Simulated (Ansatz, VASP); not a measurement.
## One calculation of La, two programs

```xyz
1
Lattice="3.3249 0.0000 0.0000 0.0000 3.3249 0.0000 0.0000 0.0000 3.3249" Properties=species:S:1:pos:R:3 pbc="T T T"
La    0.0000    0.0000    0.0000
```

Alike in both runs: task relaxation of cell and atoms; functional PBE; k mesh 16 × 16 × 16; occupations gaussian, width 0.1 eV; no spin polarisation.

|  | VASP | Ansatz |
| --- | --- | --- |
| version | VASP 6.6.1 | Ansatz 0.2.0 |
| potentials or method | VASP PAW PBE potentials, release 64 (La), cutoff 600 eV | scalar-relativistic, plane waves, PAW |
| valence electrons in the cell | 11 | 11 |

```tsv
	VASP	Ansatz	Ansatz less VASP
gap on the k mesh at the Fermi level, each at its own relaxed structure (eV)	none	none	-
relaxed volume (Å³/atom)	36.76	36.67	-0.085
relaxed cell length with the largest relative difference (Å)	3.325	3.322	-0.0026
```

A gap of «none» marks a metal or a gap that the smearing closes.

Spin-orbit coupling is off throughout. Noted on VASP's run: the relaxation stopped at its first step, so nothing moved.
